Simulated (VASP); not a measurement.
Runs of VASP 6.6.1 on Ca. The structure is that of space group I4/mmm (No. 139), or close to it. The cells are those of the table. 

```csv
cell,gap on the mesh (eV),pressure (GPa)
"a = 3.797, b = 3.797, c = 3.952 Å, angles 58.6, 58.6, 62.7°, 1 atom",none,(b)
"a = 4.113, b = 4.113, c = 4.268 Å, angles 58.7, 58.7, 62.5°, 1 atom",none,(a)
"a = 3.964, b = 3.964, c = 3.635 Å, angles 62.7, 62.7, 54.6°, 1 atom",none,-0.9
"a = 3.797, b = 3.797, c = 3.635 Å, angles 61.4, 61.4, 57.2°, 1 atom",none,0.6
"a = 3.964, b = 3.964, c = 4.268 Å, angles 57.4, 57.4, 65.1°, 1 atom",none,-2.9
```

Alike in all rows: task single point; level LDA; potentials or basis VASP PAW LDA potentials, release 64 (Ca_sv); no spin polarisation; k mesh 14 × 14 × 14; cutoff (eV) 520; smearing gaussian 0.15 eV.

Task: Fill in the values left out.

Result: (a) -3.5; (b) -1.0.

A gap of «none» marks levels without a gap at the run's occupations.
